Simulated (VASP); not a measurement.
A run of VASP 6.6.1 is set up as follows.

The input INCAR:

```
ALGO = Normal ; EDIFF = 1E-6
ENCUT = 520 ; GGA = PS
ISIF = 2 ; ISMEAR = 0
LASPH = True ; LCHARG = False
LREAL = False ; LWAVE = False
NBANDS = 19 ; NELM = 80
PREC = Accurate ; SIGMA = 0.1
```

KPOINTS

```
k-points
0
Gamma
  18 18 10
```

File POSCAR:

```
Zn
1.0
    2.5898751094      0.0000000000      0.0000000000
   -1.2949375547      2.2428976374      0.0000000000
    0.0000000000      0.0000000000      4.9135399169
Zn
2
Direct
    0.3333333333      0.6666666667      0.2500000000
    0.6666666667      0.3333333333      0.7500000000
```

Potentials or basis: VASP PAW PBE potentials, release 64 (Zn).

Launch:

```sh
$ cat potpaw_PBE.64/Zn/POTCAR > POTCAR
$ mpirun -np 1 vasp_std > vasp.out
```

What does it give for the band gap on the k mesh?

Zero (band 12 reaches 5.15 eV, above the bottom of band 13 at 0.16 eV).

Estimate the pressure.

0.5 GPa.

Stress tensor (GPa, compression positive):
```
0.58 0.00 0.00
0.00 0.58 0.00
0.00 0.00 0.32
```

Caveat: the PAW data sets were made with another functional, which shifts forces and pressure a little.
